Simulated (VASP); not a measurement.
Set up this calculation in VASP 6.6.1, as the native input.

- Task: single point
- Functional: BLYP
- Potentials or basis: VASP PAW PBE potentials, release 64 (Cu, O)
- Cutoff: 520 eV
- k mesh: 10 × 10 × 6
- Occupations: fermi-dirac, width 0.05 eV
- Spin: no spin polarisation
- Dipole correction: no
- Further INCAR settings: ALGO = Normal; EDIFF = 1e-07; NBANDS = 25

The structure of CuO lies in POSCAR:

```
CuO
1.0
    0.0000000000     -2.0879543312     -2.0879543312
   -2.0879543312      0.0000000000     -2.0879543312
    2.0879543312      2.0879543312     -4.1759086624
Cu O
2 2
Direct
    0.5038875400      0.4769880100      0.4880064000
    0.0038875400      0.9769880100      0.9880064000
    0.7461124600      0.7730119900      0.7619936000
    0.2461124600      0.2730119900      0.2619936000
```

These files were run (other wordings do the same):

INCAR

```
PREC = Accurate ; ENCUT = 520
EDIFF = 1E-7 ; ISMEAR = -1
SIGMA = 0.05 ; LREAL = False
LASPH = True ; NELM = 100
ALGO = Normal ; ISIF = 2
LWAVE = False ; LCHARG = False
GGA = B5 ; ALDAX = 1.0
AGGAX = 1.0 ; AGGAC = 1.0
ALDAC = 0.0 ; NBANDS = 25
```

KPOINTS

```
regular mesh
0
Gamma
  10 10 6
```

Potentials or basis: VASP PAW PBE potentials, release 64 (Cu, O).

Run with:

```sh
$ cat potpaw_PBE.64/Cu/POTCAR potpaw_PBE.64/O/POTCAR > POTCAR
$ mpirun -np 1 vasp_std > vasp.out
```

Results of the run:

```json
{
  "Pressure": "23.5 GPa",
  "Largest force": "1.544 eV/Å",
  "Band gap on the k mesh": "zero (band 17 reaches 7.88 eV, above the bottom of band 18 at 6.69 eV)"
}
```

Caveat: the PAW data sets were made with another functional, which shifts forces and pressure a little; semilocal functionals often make such compounds metallic where correlation or magnetic order opens a gap, which also shifts bond lengths.

Run time: 5.3 min on 1 thread of Intel(R) Xeon(R) Platinum 8375C CPU @ 2.90GHz (Ice Lake), on a shared host, peak memory 0.34 GiB.
